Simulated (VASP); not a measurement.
Mg3B:

```
Mg B
1.0
    -4.04464    0.07414    0.02859
     0.02859   -0.04623   -4.04985
     0.14828   -8.03184   -0.09245
Mg B
6 2
Direct
  0.98992 0.50608 0.74766
  0.98801 0.48329 0.24216
  0.51293 0.50021 0.51516
  0.50824 0.50455 0.01180
  0.50201 0.02660 0.74686
  0.49782 0.98438 0.24692
  0.99762 0.01484 0.99781
  0.00345 0.98005 0.49163
```

| Item | Value |
| --- | --- |
| Program | VASP 6.6.1 |
| Task | relaxation of cell and atoms |
| Functional | PBE |
| Potentials or basis | VASP PAW PBE potentials, release 64 (Mg, B) |
| Cutoff | 600 eV |
| k mesh | 6 × 6 × 4 |
| Occupations | gaussian, width 0.1 eV |
| Spin | no spin polarisation |

At the start: pressure 1.0 GPa; volume 16.44 Å³/atom.

How do energy, volume and symmetry change on relaxing?

Over 19 steps the energy falls by 39.8 meV/atom and the volume is 16.53 Å³/atom (+0.6 %); space group P1 (No. 1, to 0.1 Å) before, Pmma (No. 51, to 0.1 Å).

Step by step:
| step | energy change (eV) | largest force (eV/Å) | pressure (GPa) | volume (Å³) |
| --- | --- | --- | --- | --- |
| 1 | 0.0000 | 1.5159 | 1.01 | 131.49 |
| 2 | -0.2582 | 0.5413 | -0.34 | 133.46 |
| 3 | -0.2967 | 0.1652 | -0.86 | 134.59 |
| 4 | -0.2967 | 0.1641 | -0.88 | 134.65 |
| 5 | -0.3086 | 0.0928 | -0.14 | 132.74 |
| 6 | -0.3099 | 0.0887 | 0.19 | 131.92 |
| 7 | -0.3122 | 0.0825 | 0.10 | 132.13 |
| 8 | -0.3134 | 0.0891 | -0.03 | 132.42 |
| 9 | -0.3147 | 0.0602 | -0.04 | 132.42 |
| 10 | -0.3161 | 0.0555 | -0.05 | 132.43 |
| 11 | -0.3168 | 0.0321 | 0.04 | 132.18 |
| 12 | -0.3169 | 0.0319 | 0.09 | 132.06 |
| 13 | -0.3174 | 0.0290 | -0.04 | 132.36 |
| 14 | -0.3175 | 0.0293 | -0.12 | 132.55 |
| 15 | -0.3179 | 0.0201 | -0.08 | 132.45 |
| 16 | -0.3182 | 0.0206 | 0.01 | 132.21 |
| 17 | -0.3183 | 0.0177 | 0.01 | 132.21 |
| 18 | -0.3183 | 0.0151 | 0.01 | 132.20 |
| 19 | -0.3184 | 0.0109 | -0.01 | 132.23 |

Final structure:
```
CELL_PARAMETERS angstrom
-4.02949 -0.00035 0.00066
0.00056 0.00065 -4.03347
-0.00149 -8.13609 0.00199
ATOMIC_POSITIONS crystal
Mg 0.99979 0.49911 0.75041
Mg 0.00019 0.50069 0.25017
Mg 0.50000 0.50195 0.50017
Mg 0.50016 0.49837 0.00013
Mg 0.49954 0.99965 0.75042
Mg 0.50041 0.00051 0.25034
B 0.99864 0.01145 0.99888
B 0.00128 0.98828 0.49947
```
